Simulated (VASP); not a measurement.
# Be16C (a cell with a defect) in VASP: a series of runs

Runs on Be16C (a cell with a defect). Level: PBE. Tasks: single point.

Everything below comes from runs of VASP 6.6.1. Logs are shortened: lines on timing, memory, paths and dates and some standing lists are left out, and cuts for length are marked.

### Step 1. The cell of the first run

The cell holds a defect, 17 atoms: a = 4.580 Å, b = 3.966 Å, c = 7.177 Å, α = 90.00°, β = 90.00°, γ = 90.00°.

### Step 2. Single point, PBE

File INCAR:

```
SYSTEM = Be16C
PREC = Accurate
ENCUT = 520
EDIFF = 1E-7
ISMEAR = 0
SIGMA = 0.05
LREAL = Auto
LASPH = .TRUE.
NELM = 80
ALGO = Normal
ISIF = 2
LWAVE = .FALSE.
LCHARG = .FALSE.
GGA = PE
NBANDS = 32
```

File KPOINTS:

```
regular mesh
0
G
  5 6 4
  0 0 0
```

File POSCAR:

```
Be16C
1.0
   -2.2900000000     -3.9663960000      0.0000000000
    3.4350000000     -1.9831980000      0.0000000000
    0.0000000000      0.0000000000      7.1768600000
Be C
16 1
Direct
    0.7498176304      0.4974182495      0.0066144084
    0.5064244868      0.3388861526      0.2434950201
    0.7497624496      0.5314169800      0.4929374494
    0.5205374620      0.3247003222      0.7584896017
    0.5063260476     -0.0055118547      0.0065031036
    0.2498509887      0.8344658788      0.2435854735
    0.5192462713      0.0094444995      0.4925332349
    0.2498887392      0.8408560982      0.7680223239
    0.2498501604      0.4998637983      0.0062089181
   -0.0066820423      0.3389363892      0.2435035256
    0.2499059935      0.4954171955      0.4801962610
   -0.0211255820      0.3250055743      0.7585817410
   -0.0066051657     -0.0055930232      0.0064928085
    0.7498282777      0.8362170884      0.2441393552
   -0.0198003719      0.0091468508      0.4924413809
    0.7497408528      0.8022680200      0.7581144429
    0.2495355020      0.1701837807      0.6252390513
```

Potentials or basis: VASP PAW PBE potentials, release 64 (Be, C).

Command:

```sh
cat potpaw_PBE.64/Be/POTCAR potpaw_PBE.64/C/POTCAR > POTCAR
mpirun -np 1 vasp_std > vasp.out
```

OUTCAR:

```text
SYSTEM = Be16C
   PREC = Accurate
   ENCUT = 520
   EDIFF = 1E-7
   ISMEAR = 0
   LREAL = Auto
   LASPH = .TRUE.
   NELM = 80
   ISIF = 2
   GGA = PE

 ion  position               nearest neighbor table
   1  0.750  0.497  0.007-   2 2.13  10 2.13  16 2.15  14 2.17  12 2.18   4 2.18  13 2.27   5 2.27
                             5 2.29  13 2.29   9 2.29   9 2.29
   2  0.506  0.339  0.243-   1 2.13  11 2.16   9 2.17   5 2.18   7 2.21  10 2.23   3 2.24  14 2.27
                            14 2.28   6 2.29   6 2.32  10 2.35
   3  0.750  0.531  0.493-  14 2.16  15 2.17   7 2.17  16 2.19   2 2.24  10 2.24  11 2.30  11 2.30
                             7 2.32  15 2.32  12 2.33   4 2.33
   4  0.521  0.325  0.758-  17 1.68  12 2.10  16 2.17   1 2.18   5 2.21   9 2.28   7 2.28   8 2.29
                            16 2.32   3 2.33
   5  0.506  0.994  0.007-  14 2.13   6 2.16   8 2.16   2 2.18   4 2.21  13 2.23  16 2.24   1 2.27
                             1 2.29   9 2.29   9 2.32  13 2.35
   6  0.250  0.834  0.244-   9 2.16  13 2.16   5 2.16  11 2.17  15 2.28   7 2.28  10 2.29  14 2.29
                            14 2.29   2 2.29   2 2.32  10 2.32
   7  0.519  0.009  0.493-  17 1.69  15 2.11   3 2.17  14 2.18   2 2.21   6 2.28   4 2.28  11 2.29
                             3 2.32  16 2.33  11 2.38
   8  0.250  0.841  0.768-  17 1.66  13 2.16   5 2.16   9 2.18   4 2.29  12 2.29  16 2.30  16 2.30

   9  0.250  0.500  0.006-   6 2.16  10 2.17   2 2.17   8 2.18  12 2.28   4 2.28  13 2.29   5 2.29
                             1 2.29   1 2.29   5 2.32  13 2.32
  10  0.993  0.339  0.244-   1 2.13  11 2.16   9 2.17  13 2.18  15 2.22   2 2.23   3 2.24  14 2.27
                            14 2.28   6 2.29   6 2.32   2 2.35
  11  0.250  0.495  0.480-  17 1.66   2 2.16  10 2.16   6 2.17   7 2.29  15 2.29   3 2.30   3 2.30
                            15 2.38   7 2.38
  12  0.979  0.325  0.759-  17 1.68   4 2.10  16 2.16   1 2.18  13 2.21   9 2.28  15 2.28   8 2.29
                            16 2.32   3 2.33
  13  0.993  0.994  0.006-  14 2.13   6 2.16   8 2.16  10 2.18  12 2.21   5 2.23  16 2.24   1 2.27
                             1 2.29   9 2.29   9 2.32   5 2.35
  14  0.750  0.836  0.244-   5 2.13  13 2.13   3 2.16   1 2.17  15 2.18   7 2.18   2 2.27  10 2.27
                             2 2.28  10 2.28   6 2.29   6 2.29
  15  0.980  0.009  0.492-  17 1.68   7 2.11   3 2.17  14 2.18  10 2.22   6 2.28  12 2.28  11 2.29
                             3 2.32  16 2.33  11 2.38
  16  0.750  0.802  0.758-   1 2.15  12 2.16   4 2.17   3 2.19   5 2.24  13 2.24   8 2.30   8 2.30
                             4 2.32  12 2.32   7 2.33  15 2.33
  17  0.250  0.170  0.625-  11 1.66   8 1.66  12 1.68   4 1.68  15 1.68   7 1.69

  LATTYP: Found a simple orthorhombic cell.
 ALAT       =     3.9663962620
 B/A-ratio  =     1.1547004875
 C/A-ratio  =     1.8094157835

  Lattice vectors:

 A1 = (  -3.4350000000,   1.9831980000,   0.0000000000)
 A2 = (  -2.2900000000,  -3.9663960000,   0.0000000000)
 A3 = (   0.0000000000,   0.0000000000,   7.1768600000)

Analysis of symmetry for initial positions (statically):
=====================================================================
 Subroutine PRICEL returns:
 Original cell was already a primitive cell.

 Routine SETGRP: Setting up the symmetry group for a
 simple orthorhombic supercell.

 Subroutine GETGRP returns: Found  1 space group operations
 (whereof  1 operations were pure point group operations)
 out of a pool of  8 trial point group operations.

The static configuration has the point symmetry C_1 .

Analysis of symmetry for dynamics (positions and initial velocities):
=====================================================================
 Subroutine PRICEL returns:
 Original cell was already a primitive cell.

 Routine SETGRP: Setting up the symmetry group for a
 simple orthorhombic supercell.

 Subroutine GETGRP returns: Found  1 space group operations
 (whereof  1 operations were pure point group operations)
 out of a pool of  8 trial point group operations.

The dynamic configuration has the point symmetry C_1 .

 Subroutine INISYM returns: Found  1 space group operations
 (whereof  1 operations are pure point group operations),
 and found     1 'primitive' translations

----------------------------------------------------------------------------------------

                                     Primitive cell

  volume of cell :     130.3755

  direct lattice vectors                    reciprocal lattice vectors
[... 56 lines left out ...]
  Cartesian coordinates                     Fractional coordinates (reciprocal lattice)
    -0.021834061 -0.037817707  0.000000000     0.200000000  0.000000000  0.000000000
     0.036390102 -0.021009837  0.000000000    -0.000000000  0.166666667  0.000000000
     0.000000000  0.000000000  0.034834175     0.000000000  0.000000000  0.250000000

  Length of vectors
     0.043668125  0.042019671  0.034834175

  Shift w.r.t. Gamma in fractional coordinates (k-lattice)
     0.000000000  0.000000000  0.000000000

 Subroutine IBZKPT returns following result:
 ===========================================

 Found     62 irreducible k-points:

 Following reciprocal coordinates:
            Coordinates               Weight
  0.000000  0.000000  0.000000      1.000000
  0.200000  0.000000  0.000000      2.000000
  0.400000  0.000000  0.000000      2.000000
  0.000000  0.166667  0.000000      2.000000
  0.200000  0.166667  0.000000      2.000000
 -0.200000  0.166667  0.000000      2.000000
[... 16 lines left out ...]
  0.000000  0.166667 -0.250000      2.000000
  0.200000  0.166667  0.250000      2.000000
 [... further k-points ...]
   k-points           NKPTS =     62   k-points in BZ     NKDIM =     62   number of bands    NBANDS=     32
   number of dos      NEDOS =    301   number of ions     NIONS =     17
   total plane-waves  NPLWV =  58320
   dimension x,y,z NGX =    36 NGY =   30 NGZ =   54
   dimension x,y,z NGXF=    72 NGYF=   60 NGZF=  108
   ions per type =              16   1
   NGX,Y,Z   is equivalent  to a cutoff of  13.07, 12.57, 12.51 a.u.
   NGXF,Y,Z  is equivalent  to a cutoff of  26.13, 25.15, 25.02 a.u.
 SYSTEM =  Be16C
   PREC   = accura    normal or accurate (medium, high low for compatibility)
   ISTART =      0    job   : 0-new  1-cont  2-samecut
   ICHARG =      2    charge: 1-file 2-atom 10-const
   ISPIN  =      1    spin polarized calculation?
   LNONCOLLINEAR =      F non collinear calculations
   LSORBIT =      F    spin-orbit coupling
   LASPH  =      T    aspherical Exc in radial PAW
   ENCUT  =  520.0 eV  38.22 Ry    6.18 a.u.   8.52  7.37 13.34*2*pi/ulx,y,z
   NELM   =     80;   NELMIN=  2; NELMDL= -5     # of ELM steps
   EDIFF  = 0.1E-06   stopping-criterion for ELM
   LREAL  =      T    real-space projection
   EDIFFG = 0.1E-05   stopping-criterion for IOM
   NSW    =      0    number of steps for IOM
   IBRION =     -1    ionic relax: 0-MD 1-quasi-New 2-CG
   NFREE  =      0    steps in history (QN), initial steepest desc. (CG)
   ISIF   =      2    stress and relaxation
   ISYM   =      2    0-nonsym 1-usesym 2-fastsym
   POTIM  = 0.5000    time-step for ionic-motion
   TEBEG  =    0.0;   TEEND  =   0.0 temperature during run
   PSTRESS=    0.0 pullay stress
   NELECT =      36.0000    total number of electrons
   NUPDOWN=      -1.0000    fix difference up-down
   EMIN   =  10.00;   EMAX   =-10.00  energy-range for DOS
   EFERMI =   0.00;   METHOD = LEGACY
   ISMEAR =     0;   SIGMA  =   0.05  broadening in eV -4-tet -1-fermi 0-gaus
   EFERMI_NEDOS =   21; number of points for ismear=-14 and -15
   IALGO  =     38    algorithm
   IMIX   =      4    mixing-type and parameters
     AMIX     =   0.40;   BMIX     =  1.00
     AMIX_MAG =   1.60;   BMIX_MAG =  1.00
  volume/ion in A,a.u.               =       7.67        51.75
  Fermi-wavevector in a.u.,A,eV,Ry     =   1.066049  2.014540 15.462471  1.136460
  Thomas-Fermi vector in A             =   2.201620
   LORBIT       =      0    0 simple, 1 ext, 2 COOP (PROOUT), +10 PAW based schemes
   GGA     = PE    functional components
   LHFCALC =     F    Hartree Fock is set to
   AEXX    =    0.0000 exact exchange contribution
   IVDW    =     0    specifies the selected vdW correction
   LEPSILON=     F    determine dielectric tensor
   LRPA    =     F    only Hartree local field effects (RPA)
 non-spin polarized calculation
 Gauss-broadening in eV      SIGMA  =   0.05
  energy-cutoff  :      520.00
  volume of cell :      130.38
 maximum number of plane-waves:      3532
 NGX is ok and might be reduce to    36
   NGX = 17   NGY = 15   NGZ = 27

 number of electron      36.0000000 magnetization

 Free energy of the ion-electron system (eV)
  ---------------------------------------------------
  ext. energy  EPLUGINS =         0.00000000
  ---------------------------------------------------
  free energy    TOTEN  =       -65.94679702 eV

  energy without entropy =      -65.94282601  energy(sigma->0) =      -65.94481152

 E-fermi :   7.3579     XC(G=0): -10.7408

 val. band max:        7.3564671571   @ k =   0.0000   0.1667   0.0000
 cond. band min:       7.3627129565   @ k =   0.0000   0.0000   0.5000
 fundamental gap:      0.0062457995
 Fermi energy:         7.3578996021

 k-point     1 :       0.0000    0.0000    0.0000
  band No.  band energies     occupation
      1      -6.6704      2.00000
      2      -3.2975      2.00000
      3      -2.2424      2.00000
      4      -0.2945      2.00000
      5       0.1688      2.00000
      6       1.3472      2.00000
[... 781 lines left out ...]
     29      12.5658      0.00000
     30      12.8820      0.00000

 [... further k-points ...]

 [bands above 30 left out]

------------------------ aborting loop because EDIFF is reached ----------------------------------------

  FORCE on cell =-STRESS in cart. coord.  units (eV):
  Direction    XX          YY          ZZ          XY          YZ          ZX
  --------------------------------------------------------------------------------------
  -------------------------------------------------------------------------------------
  Total        4.0564651      5.6681097     12.9469846      1.3951087      1.3021811     -2.2556693
  in kB       49.8496714     69.6550811    159.1047662     17.1444119     16.0024304    -27.7197935
  external PRESSURE =      92.8698396 kB  Pullay stress =       0.0000000 kB

 VOLUME and BASIS-vectors are now :
 -----------------------------------------------------------------------------
  energy-cutoff  :      520.00
  volume of cell :      130.38
      direct lattice vectors                 reciprocal lattice vectors
    -2.290000000 -3.966396000  0.000000000    -0.109170306 -0.189088533  0.000000000
     3.435000000 -1.983198000  0.000000000     0.218340611 -0.126059022  0.000000000
     0.000000000  0.000000000  7.176860000     0.000000000  0.000000000  0.139336702

 POSITION                                       TOTAL-FORCE (eV/Angst)
 -----------------------------------------------------------------------------------
     -0.00845     -3.96055      0.04747         0.000240      0.000145     -0.011077
      0.00436     -2.68076      1.74753        -0.004166      0.001337      0.001024
      0.10846     -4.02776      3.53774        -0.006091      0.003617     -0.002833
     -0.07669     -2.70860      5.44357         0.001867     -0.004283      0.026688
      2.25658     -3.98056      0.04667         0.001884     -0.005396      0.002945
      2.29423     -2.64592      1.74818         0.008179     -0.004253      0.016720
[... 9 lines left out ...]
      1.03888     -4.56483      5.44088         0.008062     -0.004738     -0.000314
      0.01314     -1.32726      4.48725        -0.008193     -0.006639     -0.013035
 -----------------------------------------------------------------------------------
    total drift:                                0.007270     -0.007264     -0.003500

  FREE ENERGIE OF THE ION-ELECTRON SYSTEM (eV)
  ---------------------------------------------------
  free  energy   TOTEN  =       -65.9467970228 eV

  energy  without entropy=      -65.9428260106  energy(sigma->0) =      -65.94481152
```

Run time: 7.2 min. Hardware: 1 thread of Intel Xeon Platinum 8259CL at 2.50GHz (Skylake/Cascade Lake), shared host; peak memory 0.32 GiB.

What came out:

* Free energy: -65.9468 eV
* Pressure: 9.3 GPa
* Largest force: 0.036 eV/Å
* Band gap on the k mesh: zero (bands 18 and 19 overlap by 1.08 eV)

Forces in eV/Å, atoms in the order of the input:
```
Be   0.000  0.000 -0.011
Be  -0.004  0.001  0.001
Be  -0.006  0.004 -0.003
Be   0.002 -0.004  0.027
Be   0.002 -0.005  0.003
Be   0.008 -0.004  0.017
Be  -0.007 -0.008 -0.030
Be   0.000  0.003  0.036
Be  -0.009  0.006 -0.011
Be  -0.003  0.005 -0.001
Be   0.002  0.001 -0.024
Be  -0.001  0.003  0.024
Be   0.008  0.002  0.005
Be   0.000  0.000  0.009
Be   0.008  0.008 -0.027
Be   0.008 -0.005  0.000
C   -0.008 -0.007 -0.013
```

Levels at points of the mesh, in eV from the Fermi level:
```
           k point  band 14  band 15  band 16  band 17  band 18  band 19  band 20  band 21  band 22  band 23
(0.00, 0.00, 0.00)    -3.62    -2.25    -1.24    -1.01    -0.03     0.56     0.66     1.58     1.65     1.85
(0.00, 0.50, 0.00)    -3.66    -3.19    -2.56    -1.94    -1.06     0.36     0.44     0.95     1.16     2.28
(0.00, 0.00, 0.50)    -3.15    -2.29    -1.81    -0.86     0.00     0.22     0.72     1.85     2.02     2.33
(0.00, 0.50, 0.50)    -4.07    -3.50    -3.33    -1.63    -0.65     0.95     0.99     2.16     2.46     2.51
```

### Step 3. Single point, PBE

File INCAR:

```
PREC     = Accurate       # precision mode
ENCUT    = 520            # plane-wave cutoff, eV
EDIFF    = 1E-6           # SCF threshold, eV
ISMEAR   = 0              # smearing method
SIGMA    = 0.05           # smearing width, eV
LREAL    = Auto         
LASPH    = True           # aspherical terms in the spheres
NELM     = 80             # most SCF steps
ALGO     = Normal         # electronic algorithm
ISIF     = 2              # what is computed and relaxed
LWAVE    = False          # write WAVECAR
LCHARG   = False          # write CHGCAR
GGA      = PE             # functional
NBANDS   = 32             # bands
```

File KPOINTS:

```
regular mesh
0
Gamma
  5 6 4
```

File POSCAR:

```
Be16C
1.0
   -2.2900000000     -3.9663960000      0.0000000000
    3.4350000000     -1.9831980000      0.0000000000
    0.0000000000      0.0000000000      7.1768600000
Be C
16 1
Direct
    0.7498414408      0.5310394752      0.0081358543
    0.5064967672      0.3386387373      0.2570506718
    0.7498547903      0.4975296443      0.4941013614
    0.5197540549      0.3239891376      0.7419108405
    0.5198159134      0.0091851110      0.0088930358
    0.2498721193      0.8346275472      0.2566910820
    0.5065369554     -0.0052760065      0.4936385868
    0.2498951590      0.8402581287      0.7305189060
    0.2498207907      0.4925892426      0.0199702402
   -0.0068101576      0.3386198220      0.2570509033
    0.2498587175      0.4986188317      0.4939761527
   -0.0200070253      0.3239805276      0.7418707257
   -0.0201431438      0.0092125868      0.0089005411
    0.7498369597      0.8358070321      0.2566393522
   -0.0067984426     -0.0053077203      0.4936438341
    0.7498679061      0.8022142782      0.7426567523
    0.2498469650      0.1662392544      0.8753316799
```

Potentials or basis: VASP PAW PBE potentials, release 64 (Be, C).

Command:

```sh
cat potpaw_PBE.64/Be/POTCAR potpaw_PBE.64/C/POTCAR > POTCAR
mpirun -np 1 vasp_std > vasp.out
```

Run time: 5.6 min. Hardware: 1 thread of Intel Xeon Platinum 8259CL at 2.50GHz (Skylake/Cascade Lake), shared host; peak memory 0.32 GiB.

Results (log left out):

* Free energy: -65.9473 eV
* Pressure: 9.3 GPa
* Largest force: 0.017 eV/Å
* Band gap on the k mesh: zero (bands 18 and 19 overlap by 1.09 eV)

Forces in eV/Å, atoms in the order of the input:
```
Be  -0.012  0.006 -0.005
Be   0.001 -0.003 -0.003
Be  -0.001  0.000  0.008
Be   0.004 -0.008 -0.009
Be  -0.008 -0.001  0.007
Be  -0.005  0.004 -0.010
Be  -0.004  0.000  0.002
Be  -0.010  0.006 -0.009
Be   0.012 -0.007  0.009
Be   0.003  0.000 -0.003
Be   0.005 -0.003  0.009
Be   0.009  0.001 -0.007
Be  -0.003  0.007  0.006
Be   0.000 -0.001 -0.008
Be  -0.002  0.003  0.001
Be   0.011 -0.007  0.004
C   -0.001  0.003  0.009
```

Stress tensor (GPa, compression positive):
```
 4.88  1.74  2.74
 1.74  6.88 -1.58
 2.74 -1.58 16.16
```

Levels at points of the mesh, in eV from the Fermi level:
| k point | band 16 | band 17 | band 18 | band 19 | band 20 | band 21 |
| --- | --- | --- | --- | --- | --- | --- |
| (0.00, 0.00, 0.00) | -1.24 | -0.99 | -0.02 | 0.55 | 0.66 | 1.58 |
| (0.00, 0.50, 0.00) | -2.57 | -1.93 | -1.07 | 0.36 | 0.43 | 0.96 |
| (0.00, 0.00, 0.50) | -1.81 | -0.87 | 0.00 | 0.23 | 0.73 | 1.85 |
| (0.00, 0.50, 0.50) | -3.34 | -1.63 | -0.67 | 0.96 | 0.97 | 2.16 |

### Step 4. Single point, PBE

File INCAR:

```
ALGO = Normal
EDIFF = 1E-7
ENCUT = 520
GGA = PE
ISIF = 2
ISMEAR = 0
LASPH = T
LCHARG = F
LREAL = Auto
LWAVE = F
NBANDS = 32
NELM = 80
PREC = Accurate
SIGMA = 0.05
```

File KPOINTS:

```
k-points
0
Gamma
  5 6 4
```

File POSCAR:

```
Be16C
1.0
   -2.2900000000     -3.9663960000      0.0000000000
    3.4350000000     -1.9831980000      0.0000000000
    0.0000000000      0.0000000000      7.1768600000
Be C
16 1
Direct
    0.7498177540      0.4974182406      0.0066144526
    0.5064243960      0.3388861330      0.2434950661
    0.7497625082      0.5314169269      0.4929374406
    0.5205374920      0.3247003950      0.7584896459
    0.5063261543     -0.0055118214      0.0065031225
    0.2498509328      0.8344659785      0.2435854956
    0.5192463267      0.0094445672      0.4925332248
    0.2498888247      0.8408560141      0.7680223663
    0.2498502738      0.4998637924      0.0062089828
   -0.0066820664      0.3389362643      0.2435035656
    0.2499061207      0.4954171809      0.4801962139
   -0.0211256078      0.3250056355      0.7585817474
   -0.0066052306     -0.0055930067      0.0064928116
    0.7498282830      0.8362171086      0.2441393590
   -0.0198003220      0.0091468013      0.4924414020
    0.7497407777      0.8022679421      0.7581144122
    0.2495355478      0.1701838150      0.6252390321
```

Command:

```sh
cat potpaw_PBE.64/Be/POTCAR potpaw_PBE.64/C/POTCAR > POTCAR
mpirun -np 1 vasp_std > vasp.out
```

Wall time 6.7 min (1 thread of Intel Xeon Platinum 8259CL at 2.50GHz (Skylake/Cascade Lake), shared host); peak memory 0.32 GiB.

The run converged. Its results:

| Item | Value |
| --- | --- |
| Free energy | -65.9468 eV |
| Pressure | 9.3 GPa |
| Largest force | 0.036 eV/Å |
| Band gap on the k mesh | zero (bands 18 and 19 overlap by 1.08 eV) |

Forces in eV/Å, atoms in the order of the input:
```
Be   0.000  0.000 -0.011
Be  -0.004  0.001  0.001
Be  -0.006  0.004 -0.003
Be   0.002 -0.004  0.027
Be   0.002 -0.005  0.003
Be   0.008 -0.004  0.017
Be  -0.007 -0.008 -0.030
Be   0.000  0.003  0.036
Be  -0.009  0.006 -0.011
Be  -0.003  0.005 -0.001
Be   0.002  0.001 -0.024
Be  -0.001  0.003  0.024
Be   0.008  0.002  0.005
Be   0.000  0.000  0.009
Be   0.008  0.008 -0.027
Be   0.008 -0.005  0.000
C   -0.008 -0.007 -0.013
```

Stress tensor (GPa, compression positive):
```
 4.98  1.71 -2.77
 1.71  6.97  1.60
-2.77  1.60 15.91
```

Levels at points of the mesh, in eV from the Fermi level:
```
           k point  band 14  band 15  band 16  band 17  band 18  band 19  band 20  band 21  band 22  band 23
(0.00, 0.00, 0.00)    -3.62    -2.25    -1.24    -1.01    -0.03     0.56     0.66     1.58     1.65     1.85
(0.00, 0.50, 0.00)    -3.66    -3.19    -2.56    -1.94    -1.06     0.36     0.44     0.95     1.16     2.28
(0.00, 0.00, 0.50)    -3.15    -2.29    -1.81    -0.86     0.00     0.22     0.72     1.85     2.02     2.33
(0.00, 0.50, 0.50)    -4.07    -3.50    -3.33    -1.63    -0.65     0.95     0.99     2.16     2.46     2.51
```
